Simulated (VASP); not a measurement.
# GaN (F-43m) in VASP: notebook, part 2 of 2

VASP 6.6.1. The steps go on from the part before.

### Step 3. Single point, PBEsol+D3(BJ)

This run uses another cell than the first one, of 10.99 Å³/atom, 1.021 times its volume.

INCAR

```
ALGO = Normal
EDIFF = 1E-7
ENCUT = 520
GGA = PS
ISIF = 2
ISMEAR = -1
IVDW = 12
LASPH = True
LCHARG = False
LREAL = False
LWAVE = False
NBANDS = 16
NELM = 100
PREC = Accurate
SIGMA = 0.05
```

KPOINTS

```
k-points
0
Gamma
  10 10 10
```

POSCAR

```
GaN
1.0
    0.0000000000      2.2230441631      2.2230441631
    2.2230441631      0.0000000000      2.2230441631
    2.2230441631      2.2230441631      0.0000000000
Ga N
1 1
Direct
    0.0000000000      0.0000000000      0.0000000000
    0.2500000000      0.2500000000      0.2500000000
```

Potentials or basis: VASP PAW PBE potentials, release 64 (Ga_d, N).

Launch:

```bash
> cat potpaw_PBE.64/Ga_d/POTCAR potpaw_PBE.64/N/POTCAR > POTCAR
> mpirun -np 1 vasp_std > vasp.out
```

Wall time 21 s (1 thread of Intel Xeon 6975P-C, shared host); peak memory 0.16 GiB.

Results (log left out):

```
Free energy                : -13.5658 eV
Pressure                   : 3.4 GPa
Band gap on the k mesh     : 1.94 eV, direct
Dispersion energy per atom : -0.230 eV
```

Levels at points of the mesh, in eV from the valence-band top:
```tsv
k point	band 5	band 6	band 7	band 8	band 9	band 10	band 11	band 12	band 13	band 14
(0.00, 0.00, 0.00)	-13.08	-13.08	0.00	0.00	0.00	1.94	10.46	10.46	10.46	17.93
(0.50, 0.00, 0.00)	-13.03	-11.83	-7.39	-1.03	-1.03	4.84	8.83	10.47	10.47	15.78
(0.50, 0.50, 0.00)	-12.99	-11.41	-6.35	-2.88	-2.88	3.23	6.79	11.87	14.31	14.31
```

Caveat: the PAW data sets were made with another functional, which shifts forces and pressure a little.

### Step 4. Single point, LDA

INCAR

```
SYSTEM = GaN
PREC     = Accurate       ! precision mode
ENCUT    = 520            ! plane-wave cutoff, eV
EDIFF    = 1E-6           ! SCF threshold, eV
ISMEAR   = -1             ! smearing method
SIGMA    = 0.05           ! smearing width, eV
LREAL    = .False.        ! projectors in reciprocal space
LASPH    = .True.         ! aspherical terms in the spheres
NELM     = 80             ! most SCF steps
ALGO     = Normal         ! electronic algorithm
ISIF     = 2              ! what is computed and relaxed
LWAVE    = .False.        ! write WAVECAR
LCHARG   = .True.         ! write CHGCAR
GGA      = CA             ! functional
LELF     = .True.         ! ELF
LVHAR    = .True.       
NBANDS   = 16             ! bands
```

KPOINTS

```
regular mesh
0
Gamma
  10 10 10
  0 0 0
```

POSCAR

```
GaN
1.0
    0.0000000000      2.2074978911      2.2074978911
    2.2074978911      0.0000000000      2.2074978911
    2.2074978911      2.2074978911      0.0000000000
Ga N
1 1
Direct
    0.0000000000      0.0000000000      0.0000000000
    0.2500000000      0.2500000000      0.2500000000
```

Potentials or basis: VASP PAW LDA potentials, release 64 (Ga_d, N).

Launch:

```bash
> cat potpaw_LDA.64/Ga_d/POTCAR potpaw_LDA.64/N/POTCAR > POTCAR
> mpirun -np 1 vasp_std > vasp.out
```

OUTCAR:

```text
SYSTEM = GaN
   PREC = Accurate
   ENCUT = 520
   EDIFF = 1E-6
   ISMEAR = -1
   LREAL = .False.
   LASPH = .True.
   NELM = 80
   ISIF = 2
   GGA = CA

 ion  position               nearest neighbor table
   1  0.000  0.000  0.000-   2 1.91   2 1.91   2 1.91   2 1.91
   2  0.250  0.250  0.250-   1 1.91   1 1.91   1 1.91   1 1.91

  LATTYP: Found a face centered cubic cell.
 ALAT       =     4.4149957822

  Lattice vectors:

 A1 = (   0.0000000000,   2.2074978911,   2.2074978911)
[... 624 lines left out ...]
      3      -7.6231      2.00000
      4      -7.6212      2.00000
      5      -7.4329      2.00000
      6      -6.5521      2.00000
[... 8 lines left out ...]
     15      28.7413      0.00000
     16      28.9269      0.00000

 [... further k-points ...]
[... 5 lines left out ...]
  --------------------------------------------------------------------------------------
  -------------------------------------------------------------------------------------
  Total        0.9546708      0.9546708      0.9546708      0.0000000      0.0000000      0.0000000
  in kB       71.0940611     71.0940611     71.0940611      0.0000000      0.0000000      0.0000000
  external PRESSURE =      71.0940611 kB  Pullay stress =       0.0000000 kB

 VOLUME and BASIS-vectors are now :
 -----------------------------------------------------------------------------
  energy-cutoff  :      520.00
  volume of cell :       21.51
      direct lattice vectors                 reciprocal lattice vectors
     0.000000000  2.207497891  2.207497891    -0.226500783  0.226500783  0.226500783
     2.207497891  0.000000000  2.207497891     0.226500783 -0.226500783  0.226500783
     2.207497891  2.207497891  0.000000000     0.226500783  0.226500783 -0.226500783

 POSITION                                       TOTAL-FORCE (eV/Angst)
 -----------------------------------------------------------------------------------
      0.00000      0.00000      0.00000        -0.000000     -0.000000     -0.000000
      1.10375      1.10375      1.10375         0.000000      0.000000      0.000000
 -----------------------------------------------------------------------------------
    total drift:                                0.000002      0.000002      0.000002

  FREE ENERGIE OF THE ION-ELECTRON SYSTEM (eV)
  ---------------------------------------------------
  free  energy   TOTEN  =       -13.9284047206 eV

  energy  without entropy=      -13.9284047206  energy(sigma->0) =      -13.92840472
```

OSZICAR:

```text
N       E                     dE             d eps       ncg     rms          rms(c)
DAV:   1     0.746567265504E+02    0.74657E+02   -0.95145E+03  1712   0.204E+03
DAV:   2    -0.110151176930E+02   -0.85672E+02   -0.80687E+02  1672   0.318E+02
DAV:   3    -0.160212340702E+02   -0.50061E+01   -0.49915E+01  1824   0.650E+01
DAV:   4    -0.160645888199E+02   -0.43355E-01   -0.43352E-01  1784   0.640E+00
DAV:   5    -0.160651447667E+02   -0.55595E-03   -0.55594E-03  1904   0.692E-01    0.773E+00
DAV:   6    -0.139843454694E+02    0.20808E+01   -0.49302E+00  2256   0.422E+01    0.268E+00
DAV:   7    -0.139568297731E+02    0.27516E-01   -0.26327E-01  1656   0.586E+00    0.171E+00
DAV:   8    -0.139313458390E+02    0.25484E-01   -0.61475E-02  1800   0.276E+00    0.655E-01
DAV:   9    -0.139284764867E+02    0.28694E-02   -0.11490E-02  2120   0.241E+00    0.175E-01
DAV:  10    -0.139284698368E+02    0.66499E-05   -0.15526E-03  1856   0.573E-01    0.660E-02
DAV:  11    -0.139284029128E+02    0.66924E-04   -0.20436E-04  2256   0.236E-01    0.474E-03
DAV:  12    -0.139284047600E+02   -0.18472E-05   -0.17688E-05  1712   0.376E-02    0.742E-03
DAV:  13    -0.139284047206E+02    0.39336E-07   -0.23314E-07  1096   0.120E-02
   1 F= -.13928405E+02 E0= -.13928405E+02  d E =-.103969E-10
```

stdout:

```text
POSCAR found type information on POSCAR GaN
 POSCAR found :  2 types and       2 ions
 scaLAPACK will be used
 LDA part: xc-table for (Slater(with rela. corr.)+CA(PZ))
 , standard interpolation
 POSCAR, INCAR and KPOINTS ok, starting setup
 FFT: planning ... GRIDC
 FFT: planning ... GRID_SOFT
 FFT: planning ... GRID
 WAVECAR not read
 entering main loop
```

It took 26 s on 1 thread of Intel Xeon 6975P-C, shared host; peak memory 0.14 GiB.

Results:

- Free energy: -13.9284 eV
- Pressure: 7.1 GPa
- Band gap on the k mesh: 2.15 eV, direct

### Step 5. Single point, LDA

This run uses another cell than the first one, of 10.99 Å³/atom, 1.021 times its volume.

INCAR

```
ALGO = Normal ; EDIFF = 1E-7
ENCUT = 520 ; GGA = CA
ISIF = 2 ; ISMEAR = -1
LASPH = True ; LCHARG = False
LREAL = False ; LWAVE = False
NBANDS = 16 ; NELM = 100
PREC = Accurate ; SIGMA = 0.05
```

KPOINTS

```
k-points
0
Gamma
  10 10 10
```

POSCAR

```
GaN
1.0
    0.0000000000      2.2230441631      2.2230441631
    2.2230441631      0.0000000000      2.2230441631
    2.2230441631      2.2230441631      0.0000000000
Ga N
1 1
Direct
    0.0000000000      0.0000000000      0.0000000000
    0.2500000000      0.2500000000      0.2500000000
```

Launch:

```bash
> cat potpaw_LDA.64/Ga_d/POTCAR potpaw_LDA.64/N/POTCAR > POTCAR
> mpirun -np 1 vasp_std > vasp.out
```

Wall time 30 s (1 thread of Intel Xeon 6975P-C, shared host); peak memory 0.14 GiB.

It converged, with:

```yaml
Free_energy: -13.9422 eV
Pressure: 2.4 GPa
Band_gap_on_the_k_mesh: 2.01 eV, direct
```

Levels at points of the mesh, in eV from the valence-band top:
| k point | band 7 | band 8 | band 9 | band 10 | band 11 | band 12 |
| --- | --- | --- | --- | --- | --- | --- |
| (0.00, 0.00, 0.00) | 0.00 | 0.00 | 0.00 | 2.01 | 10.36 | 10.36 |
| (0.50, 0.00, 0.00) | -7.39 | -1.03 | -1.03 | 4.82 | 8.80 | 10.42 |
| (0.50, 0.50, 0.00) | -6.38 | -2.88 | -2.88 | 3.26 | 6.72 | 11.80 |

Expect the measured gap to be larger: semilocal functionals such as LDA lack the derivative discontinuity.

### Step 6. Overview

| level | potentials or basis | cell | gap on the mesh (eV) | pressure (GPa) |
| --- | --- | --- | --- | --- |
| PBEsol+D3(BJ) | VASP PAW PBE potentials, release 64 (Ga_d, N) | a = 3.122 Å, angles 60.0°, 2 atoms | 2.08 | 8.1 |
| PBEsol+D3(BJ) | VASP PAW PBE potentials, release 64 (Ga_d, N) | a = 3.144 Å, angles 60.0°, 2 atoms | 1.94 | 3.4 |
| LDA | VASP PAW LDA potentials, release 64 (Ga_d, N) | a = 3.122 Å, angles 60.0°, 2 atoms | 2.15 | 7.1 |
| LDA | VASP PAW LDA potentials, release 64 (Ga_d, N) | a = 3.144 Å, angles 60.0°, 2 atoms | 2.01 | 2.4 |

Alike in all rows: task single point; no spin polarisation; k mesh 10 × 10 × 10; cutoff (eV) 520; smearing fermi-dirac 0.05 eV.

Caveats: the PAW data sets were made with another functional, which shifts forces and pressure a little (some runs).

Total energies depend on the potentials used, so only differences within one code and one set of settings carry meaning.
